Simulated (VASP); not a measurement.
Input of a VASP 6.6.1 run:

The input POSCAR:

```
ZrC
1.0
    0.0000000000      2.3717082100      2.3717082100
    2.3717082100      0.0000000000      2.3717082100
    2.3717082100      2.3717082100      0.0000000000
Zr C
1 1
Direct
    0.5000000000      0.5000000000      0.5000000000
    0.0000000000      0.0000000000      0.0000000000
```

The input INCAR.step1:

```
PREC     = Accurate       # precision mode
ENCUT    = 520            # plane-wave cutoff, eV
ISMEAR   = -1             # smearing method
SIGMA    = 0.1            # smearing width, eV
LREAL    = F              # projectors in reciprocal space
LASPH    = T              # aspherical terms in the spheres
NELM     = 80             # most SCF steps
GGA      = PE             # functional
ALGO     = Normal         # electronic algorithm
EDIFF    = 1E-4           # SCF threshold, eV
LWAVE    = T              # write WAVECAR
LCHARG   = F              # write CHGCAR
```

INCAR.step2

```
PREC     = Accurate       # precision mode
ENCUT    = 520            # plane-wave cutoff, eV
EDIFF    = 1E-6           # SCF threshold, eV
ISMEAR   = -1             # smearing method
SIGMA    = 0.1            # smearing width, eV
LREAL    = F              # projectors in reciprocal space
LASPH    = T              # aspherical terms in the spheres
NELM     = 80             # most SCF steps
ALGO     = Normal         # electronic algorithm
ISIF     = 2              # what is computed and relaxed
LWAVE    = F              # write WAVECAR
LCHARG   = F              # write CHGCAR
METAGGA  = R2SCAN         # meta-GGA
LMIXTAU  = T            
IBRION   = 2              # ionic algorithm
NSW      = 50             # ionic steps
EDIFFG   = -0.01          # ionic threshold
ISTART   = 1
```

KPOINTS

```
regular mesh
0
Gamma
  12 12 12
```

Potentials or basis: VASP PAW PBE potentials, release 64 (Zr_sv, C).

Launch:

```console
$ cat potpaw_PBE.64/Zr_sv/POTCAR potpaw_PBE.64/C/POTCAR > POTCAR
$ cp INCAR.step1 INCAR
$ mpirun -np 1 vasp_std > vasp.out
$ cp INCAR.step2 INCAR
$ mpirun -np 1 vasp_std > vasp.out
```

Task: What does it give for the band gap on the k mesh?

Result: Zero (bands 8 and 9 overlap by 1.30 eV).

Final structure:
```cif
data_structure
_symmetry_space_group_name_H-M 'P 1'
_symmetry_Int_Tables_number 1
_cell_length_a 3.3541
_cell_length_b 3.3541
_cell_length_c 3.3541
_cell_angle_alpha 60.000
_cell_angle_beta 60.000
_cell_angle_gamma 60.000
_cell_volume 26.68
loop_
_atom_site_label
_atom_site_type_symbol
_atom_site_fract_x
_atom_site_fract_y
_atom_site_fract_z
_atom_site_occupancy
Zr1 Zr 0.50000 0.50000 0.50000 1
C1 C 0.00000 0.00000 0.00000 1
```

Caveat: the relaxation stopped at its first step, so nothing moved.
